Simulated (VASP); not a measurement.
Set up this calculation in VASP 6.6.1, as the native input.

* Task: single point
* Functional: PBE
* Potentials or basis: VASP PAW PBE potentials, release 64 (Zn, S)
* Cutoff: 520 eV
* k mesh: 12 × 12 × 6
* Occupations: gaussian, width 0.05 eV
* Spin: no spin polarisation
* Dipole correction: no
* Further INCAR settings: ALGO = Normal; EDIFF = 1e-06; NBANDS = 26

The structure of ZnS lies in POSCAR:

```
ZnS
1.0
    3.8109987816      0.0000000000      0.0857474726
   -1.9054993908      3.3004217586     -0.0428737363
    0.1402650000      0.0000000000      6.2340000000
Zn S
2 2
Direct
    0.3333333333      0.6666666667      0.0000000000
    0.6666666667      0.3333333333      0.5000000000
    0.3333333333      0.6666666667      0.3850000000
    0.6666666667      0.3333333333      0.8850000000
```

This cell differs from its parent crystal: strain +0.0450 x Voigt [0, 0, 0, 0, 1, 0].

One way to write it, as run:

INCAR

```
SYSTEM = ZnS
ALGO     = Normal         ! electronic algorithm
EDIFF    = 1E-6           ! SCF threshold, eV
ENCUT    = 520            ! plane-wave cutoff, eV
GGA      = PE             ! functional
ISIF     = 2              ! what is computed and relaxed
ISMEAR   = 0              ! smearing method
LASPH    = .TRUE.         ! aspherical terms in the spheres
LCHARG   = .FALSE.        ! write CHGCAR
LREAL    = .FALSE.        ! projectors in reciprocal space
LWAVE    = .FALSE.        ! write WAVECAR
NBANDS   = 26             ! bands
NELM     = 100            ! most SCF steps
PREC     = Accurate       ! precision mode
SIGMA    = 0.05           ! smearing width, eV
```

KPOINTS

```
k-points
0
G
  12 12 6
  0 0 0
```

Potentials or basis: VASP PAW PBE potentials, release 64 (Zn, S).

The run is started by

```sh
$ cat potpaw_PBE.64/Zn/POTCAR potpaw_PBE.64/S/POTCAR > POTCAR
$ mpirun -np 1 vasp_std > vasp.out
```

Results of the run:

- Pressure: 2.6 GPa
- Largest force: 0.370 eV/Å
- Band gap on the k mesh: 2.17 eV

Caveat: the cell differs from its parent crystal (strain +0.0450 x Voigt [0, 0, 0, 0, 1, 0]).

Wall time 6.7 min on 1 thread of Oxide Virtual Turin-like Processor, with other jobs on the host, peak memory 0.45 GiB.
